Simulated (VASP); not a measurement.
# Ti8H2O17 in VASP: single point with PBEsol

Aim: the single point of Ti8H2O17 with PBEsol.

All numbers are computed with VASP 6.6.1; they aren't measurements. Logs are shortened: lines on timing, memory, paths and dates and some standing lists are left out, and cuts for length are marked.

### 1 The cell of the first run

The cell holds a slab with vacuum, 27 atoms: a = 6.497 Å, b = 5.916 Å, c = 16.232 Å, α = 90.00°, β = 90.00°, γ = 90.00°.

### 2 Single point, PBEsol

Input file INCAR:

```
SYSTEM = Ti8H2O17
PREC = Accurate
ENCUT = 520
EDIFF = 1E-6
ISMEAR = -1
SIGMA = 0.02
LREAL = Auto
LASPH = .True.
NELM = 60
ALGO = Normal
ISIF = 2
LWAVE = .False.
LCHARG = .True.
GGA = PS
LELF = .True.
LVHAR = .True.
NBANDS = 119
```

Input file KPOINTS:

```
Automatic mesh
0
Gamma
  2 2 1
  0 0 0
```

Input file POSCAR:

```
Ti8H2O17
1.0
    6.4965150000      0.0000000000      0.0000000000
    0.0000000000      5.9162400000      0.0000000000
    0.0000000000      0.0000000000     16.2316440000
Ti O H
8 17 2
Direct
    0.0000000000      0.0000000000      0.0616080500
    0.5000000200      0.2500000000      0.0616080500
    0.5127800669     -0.0105104765      0.2641036295
    0.0064891611      0.2757170372      0.2598626664
    0.0000000000      0.5000000000      0.0616080500
    0.5000000200      0.7500000000      0.0616080500
    0.4998396313      0.4959229082      0.2821154132
    0.0158743721      0.7688356636      0.2783357564
    0.0015901045      0.0010497567      0.1697869667
    0.1947000100      0.2500000000      0.0616080500
    0.5000000200      0.0000000000      0.1395343300
    0.8053000300      0.2500000000      0.0616080500
    0.5329637122     -0.0379292626      0.3898080302
    0.6925451934      0.2410676049      0.2597790236
   -0.0637616918      0.0398035324      0.3432233907
    0.2928252879      0.2348451415      0.2665351521
    0.0021009647      0.5003903938      0.1693378830
    0.1947000100      0.7500000000      0.0616080500
    0.5000000200      0.5000000000      0.1395343300
    0.8053000300      0.7500000000      0.0616080500
    0.5060048231      0.5358370050      0.3836071162
    0.6994249981      0.7541585040      0.2570113199
   -0.0102148355      0.5009168270      0.3307420177
    0.3059106956      0.7516787798      0.2555410192
    0.0955025817      0.9036741617      0.3775142274
   -0.3221493609      1.0030129136      0.4007757014
    0.5206649834      0.7872416858      0.3994967350
```

Potentials or basis: VASP PAW PBE potentials, release 64 (Ti_sv, O, H).

Run with:

```sh
cat potpaw_PBE.64/Ti_sv/POTCAR potpaw_PBE.64/O/POTCAR potpaw_PBE.64/H/POTCAR > POTCAR
mpirun -np 1 vasp_std > vasp.out
```

OUTCAR:

```text
SYSTEM = Ti8H2O17
   PREC = Accurate
   ENCUT = 520
   EDIFF = 1E-6
   ISMEAR = -1
   LREAL = Auto
   LASPH = .True.
   NELM = 60
   ISIF = 2
   GGA = PS

 ion  position               nearest neighbor table
   1  0.000  0.000  0.062-   9 1.76  12 1.95  20 1.95  18 1.95  10 1.95
   2  0.500  0.250  0.062-  11 1.95  19 1.95  12 1.98  10 1.98
   3  0.513  0.989  0.264-  22 1.85  14 1.89  24 1.95  11 2.02  16 2.04  13 2.05
   4  0.006  0.276  0.260-  23 1.76  16 1.88  17 1.98  15 2.00  14 2.05   9 2.19
   5  0.000  0.500  0.062-  17 1.75  12 1.95  20 1.95  18 1.95  10 1.95
   6  0.500  0.750  0.062-  11 1.95  19 1.95  20 1.98  18 1.98
   7  0.500  0.496  0.282-  21 1.66  14 1.99  24 2.02  22 2.04  16 2.06  19 2.31
   8  0.016  0.769  0.278-  23 1.81  25 1.87  24 1.92  15 1.99  22 2.09   9 2.24  17 2.38
   9  0.002  0.001  0.170-   1 1.76   4 2.19   8 2.24
  10  0.195  0.250  0.062-   1 1.95   5 1.95   2 1.98
  11  0.500  0.000  0.140-   2 1.95   6 1.95   3 2.02
  12  0.805  0.250  0.062-   1 1.95   5 1.95   2 1.98
  13  0.533  0.962  0.390-  26 0.99  27 1.05   3 2.05
  14  0.693  0.241  0.260-   3 1.89   7 1.99   4 2.05
  15  0.936  0.040  0.343-  25 1.42   8 1.99   4 2.00
  16  0.293  0.235  0.267-   4 1.88   3 2.04   7 2.06
  17  0.002  0.500  0.169-   5 1.75   4 1.98   8 2.38
  18  0.195  0.750  0.062-   1 1.95   5 1.95   6 1.98
  19  0.500  0.500  0.140-   2 1.95   6 1.95   7 2.31
  20  0.805  0.750  0.062-   1 1.95   5 1.95   6 1.98
  21  0.506  0.536  0.384-   7 1.66
  22  0.699  0.754  0.257-   3 1.85   7 2.04   8 2.09
  23  0.990  0.501  0.331-   4 1.76   8 1.81
  24  0.306  0.752  0.256-   8 1.92   3 1.95   7 2.02
  25  0.096  0.904  0.378-  15 1.42   8 1.87
  26  0.678  0.003  0.401-  13 0.99
  27  0.521  0.787  0.399-  13 1.05

  LATTYP: Found a simple orthorhombic cell.
 ALAT       =     5.9162400000
 B/A-ratio  =     1.0980817208
 C/A-ratio  =     2.7435742972

  Lattice vectors:

 A1 = (   0.0000000000,  -5.9162400000,   0.0000000000)
 A2 = (   6.4965150000,   0.0000000000,   0.0000000000)
 A3 = (   0.0000000000,   0.0000000000,  16.2316440000)

Analysis of symmetry for initial positions (statically):
=====================================================================
 Subroutine PRICEL returns:
 Original cell was already a primitive cell.

 Routine SETGRP: Setting up the symmetry group for a
 simple orthorhombic supercell.

 Subroutine GETGRP returns: Found  1 space group operations
 (whereof  1 operations were pure point group operations)
 out of a pool of  8 trial point group operations.

The static configuration has the point symmetry C_1 .

Analysis of symmetry for dynamics (positions and initial velocities):
=====================================================================
 Subroutine PRICEL returns:
[... 147 lines left out ...]
   TEBEG  =    0.0;   TEEND  =   0.0 temperature during run
   PSTRESS=    0.0 pullay stress
   NELECT =     200.0000    total number of electrons
   NUPDOWN=      -1.0000    fix difference up-down
   EMIN   =  10.00;   EMAX   =-10.00  energy-range for DOS
   EFERMI =   0.00;   METHOD = LEGACY
   ISMEAR =    -1;   SIGMA  =   0.02  broadening in eV -4-tet -1-fermi 0-gaus
   EFERMI_NEDOS =   21; number of points for ismear=-14 and -15
   IALGO  =     38    algorithm
   IMIX   =      4    mixing-type and parameters
     AMIX     =   0.40;   BMIX     =  1.00
     AMIX_MAG =   1.60;   BMIX_MAG =  1.00
  volume/ion in A,a.u.               =      23.11       155.93
  Fermi-wavevector in a.u.,A,eV,Ry     =   1.120440  2.117324 17.080559  1.255386
  Thomas-Fermi vector in A             =   2.257086
   LORBIT       =      0    0 simple, 1 ext, 2 COOP (PROOUT), +10 PAW based schemes
   GGA     = PS    functional components
   LHFCALC =     F    Hartree Fock is set to
   AEXX    =    0.0000 exact exchange contribution
   IVDW    =     0    specifies the selected vdW correction
   LEPSILON=     F    determine dielectric tensor
   LRPA    =     F    only Hartree local field effects (RPA)
 non-spin polarized calculation
  energy-cutoff  :      520.00
  volume of cell :      623.86
 maximum number of plane-waves:     16876
   NGX = 25   NGY = 23   NGZ = 61

 number of electron     199.9999942 magnetization

 Free energy of the ion-electron system (eV)
  ---------------------------------------------------
  ext. energy  EPLUGINS =         0.00000000
  ---------------------------------------------------
  free energy    TOTEN  =      -225.69472803 eV

  energy without entropy =     -225.66831752  energy(sigma->0) =     -225.68152278

 E-fermi :  -0.1373     XC(G=0):  -5.8422

 val. band max:       -0.1437543413   @ k =   0.0000   0.5000   0.0000
 cond. band min:      -0.1273474101   @ k =   0.5000   0.5000   0.0000
 fundamental gap:      0.0164069312
 Fermi energy:        -0.1372764845

 k-point     1 :       0.0000    0.0000    0.0000
  band No.  band energies     occupation
      1     -58.4554      2.00000
      2     -58.3724      2.00000
      3     -58.2068      2.00000
      4     -58.1676      2.00000
      5     -57.6322      2.00000
      6     -57.5897      2.00000
[... 449 lines left out ...]
    111       1.2483      0.00000
    112       1.2644      0.00000
 [bands above 112 left out]

------------------------ aborting loop because EDIFF is reached ----------------------------------------

  FORCE on cell =-STRESS in cart. coord.  units (eV):
  Direction    XX          YY          ZZ          XY          YZ          ZX
  --------------------------------------------------------------------------------------
  -------------------------------------------------------------------------------------
  Total       -5.2506296      5.2414674     -6.7766074     -1.5635198      0.0724370      0.1031759
  in kB      -13.4844498     13.4609198    -17.4034028     -4.0153667      0.1860298      0.2649720
  external PRESSURE =      -5.8089776 kB  Pullay stress =       0.0000000 kB

 VOLUME and BASIS-vectors are now :
 -----------------------------------------------------------------------------
  energy-cutoff  :      520.00
  volume of cell :      623.86
      direct lattice vectors                 reciprocal lattice vectors
     6.496515000  0.000000000  0.000000000     0.153928683  0.000000000  0.000000000
     0.000000000  5.916240000  0.000000000     0.000000000  0.169026273  0.000000000
     0.000000000  0.000000000 16.231644000     0.000000000  0.000000000  0.061608054

 POSITION                                       TOTAL-FORCE (eV/Angst)
 -----------------------------------------------------------------------------------
      0.00000      0.00000      1.00000         0.025612     -0.114522      4.003818
      3.24826      1.47906      1.00000        -0.026605      0.085465      3.802300
      3.33128      5.85406      4.28684        -0.043910      0.036927      0.015623
      0.04216      1.63121      4.21800        -0.035243     -0.091394     -0.089111
      0.00000      2.95812      1.00000         0.020981      0.112133      3.283778
      3.24826      4.43718      1.00000         0.014909     -0.100870      3.889345
[... 19 lines left out ...]
      4.40367      0.01783      6.50525         0.087307      0.061871      0.029337
      3.38251      4.65751      6.48449        -0.038446     -0.082189      0.028395
 -----------------------------------------------------------------------------------
    total drift:                               -0.016119      0.015181     -0.013261

  FREE ENERGIE OF THE ION-ELECTRON SYSTEM (eV)
  ---------------------------------------------------
  free  energy   TOTEN  =      -225.6947280341 eV

  energy  without entropy=     -225.6683175236  energy(sigma->0) =     -225.68152278
```

stdout:

```text
POSCAR found type information on POSCAR TiO H
 POSCAR found :  3 types and      27 ions
 scaLAPACK will be used
 -----------------------------------------------------------------------------
|                                                                             |
|                                                                             |
|     You enforced a specific xc type in the INCAR file but a different       |
|     I HOPE YOU KNOW WHAT YOU ARE DOING!                                     |
|                                                                             |
 -----------------------------------------------------------------------------

 LDA part: xc-table for (Slater+PW92), standard interpolation
 POSCAR, INCAR and KPOINTS ok, starting setup
 FFT: planning ... GRIDC
 FFT: planning ... GRID_SOFT
 FFT: planning ... GRID
 WAVECAR not read
 entering main loop
```

It took 7.5 min on 1 thread of Intel Xeon 6975P-C (Granite Rapids), shared host; peak memory 0.69 GiB.

Results:

| Property | Result |
| --- | --- |
| Free energy | -225.6947 eV |
| Largest force | 4.006 eV/Å |
| Band gap on the k mesh | 0.02 eV (least direct gap 0.03 eV) |

Forces in eV/Å, atoms in the order of the input:
```
Ti   0.026 -0.115  4.004
Ti  -0.027  0.085  3.802
Ti  -0.044  0.037  0.016
Ti  -0.035 -0.091 -0.089
Ti   0.021  0.112  3.284
Ti   0.015 -0.101  3.889
Ti  -0.001 -0.042 -0.263
Ti  -0.037 -0.002 -0.161
O    0.001  0.002  0.130
O    1.305  0.045 -2.378
O   -0.028  0.098 -2.674
O   -1.261  0.065 -2.329
O   -0.036  0.004 -0.035
O    0.038  0.026  0.000
O   -0.247  0.207 -0.065
O    0.021  0.004  0.007
O    0.003  0.011  0.131
O    1.259 -0.043 -2.352
O   -0.026 -0.117 -3.246
O   -1.282 -0.035 -2.321
O    0.007  0.051  0.254
O    0.050 -0.049 -0.004
O   -0.013  0.007  0.137
O   -0.007 -0.014 -0.014
O    0.249 -0.125  0.219
H    0.087  0.062  0.029
H   -0.038 -0.082  0.028
```

Levels at points of the mesh, in eV from the valence-band top:
```tsv
k point	band 96	band 97	band 98	band 99	band 100	band 101	band 102	band 103	band 104	band 105
(0.00, 0.00, 0.00)	-1.73	-1.70	-1.39	-0.72	-0.27	0.08	0.26	0.81	0.84	0.85
(0.50, 0.00, 0.00)	-1.85	-1.68	-1.49	-0.59	-0.07	0.20	0.30	0.67	0.68	0.70
(0.00, 0.50, 0.00)	-1.88	-1.64	-1.45	-0.80	0.00	0.03	0.52	0.54	0.54	0.58
(0.50, 0.50, 0.00)	-1.98	-1.59	-1.50	-0.69	-0.02	0.02	0.43	0.47	0.75	0.83
```

Caveat: the k points lie up to 0.53 Å⁻¹ apart; there is no dipole correction, which matters where the two faces differ; semilocal functionals underestimate gaps, and a narrow one can read as zero; the PAW data sets were made with another functional, which shifts forces and pressure a little.
